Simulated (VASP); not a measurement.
CoO:

```
Co O
1.0
     3.13237    0.00000    0.00000
    -1.56618    2.71271    0.00000
     0.00000    0.00000    5.12197
Co O
2 2
Direct
  0.33333 0.66667 0.50336
  0.00000 0.00000 0.00347
  0.33333 0.66667 0.87156
  0.00000 0.00000 0.37161
```

Base run:

| Item | Value |
| --- | --- |
| Program | VASP 6.6.1 |
| Functional | r2SCAN |
| Potentials or basis | VASP PAW PBE potentials, release 64 (Co, O) |
| Cutoff | 520 eV |
| k mesh | 10 × 10 × 5 |
| Occupations | fermi-dirac, width 0.05 eV |
| Spin | collinear spin, ferromagnetic start |
| Starting moments | [2.0, 2.0, 0.0, 0.0] μB |

Its results: pressure 13.3 GPa; net moment 6.00 μB per cell; site moments Co +2.62; O +0.28 μB; largest force 0.523 eV/Å.

Task: The run is repeated on the same cell with these changes: functional from r2SCAN to PBEsol; further incar settings from ALGO = Normal; EDIFF = 1e-07; NBANDS = 27 to ALGO = Normal; EDIFF = 1e-06; NBANDS = 27. What comes out?

Result: Pressure -0.7 GPa; net moment 5.30 μB per cell; site moments Co +2.28; O +0.28 μB; largest force 0.345 eV/Å.

Caveats: the PAW data sets were made with another functional, which shifts forces and pressure a little.
